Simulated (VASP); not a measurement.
Set up this calculation in VASP 6.6.1, as the native input.

```
Task                   : single point
Functional             : PBE
Potentials or basis    : VASP PAW PBE potentials, release 64 (N)
Cutoff                 : 520 eV
k mesh                 : 22 × 22 × 22
Occupations            : gaussian, width 0.1 eV
Spin                   : no spin polarisation
Dipole correction      : no
Further INCAR settings : ALGO = Normal; EDIFF = 1e-07; NBANDS = 8
```

The structure of N lies in POSCAR:

```
N
1.0
    0.0000000000      1.5701702147      1.5701702147
    1.5701702147      0.0000000000      1.5701702147
    1.5701702147      1.5701702147      0.0000000000
N
1
Direct
    0.0000000000      0.0000000000      0.0000000000
```

This cell differs from its parent crystal: strained.

The input as run:

INCAR

```
SYSTEM = N
ALGO = Normal ; EDIFF = 1E-7
ENCUT = 520 ; GGA = PE
ISIF = 2 ; ISMEAR = 0
LASPH = .TRUE. ; LCHARG = .FALSE.
LREAL = .FALSE. ; LWAVE = .FALSE.
NBANDS = 8 ; NELM = 60
PREC = Accurate ; SIGMA = 0.1
```

KPOINTS

```
k-points
0
G
  22 22 22
  0 0 0
```

Potentials or basis: VASP PAW PBE potentials, release 64 (N).

The run is started by

```sh
$ cat potpaw_PBE.64/N/POTCAR > POTCAR
$ mpirun -np 1 vasp_std > vasp.out
```

Results of the run:

```
Pressure               : -3.5 GPa
Band gap on the k mesh : zero (an odd number of electrons rules out a gap without spin polarisation)
```

Caveat: the cell differs from its parent crystal (strained); the cell stands under tension; an odd number of electrons without spin polarisation forces a metal; a magnetic or distorted state may lie lower.

Wall time 16 s on 1 thread of Intel(R) Xeon(R) Platinum 8559C (Emerald Rapids), on a shared host, peak memory 0.12 GiB.
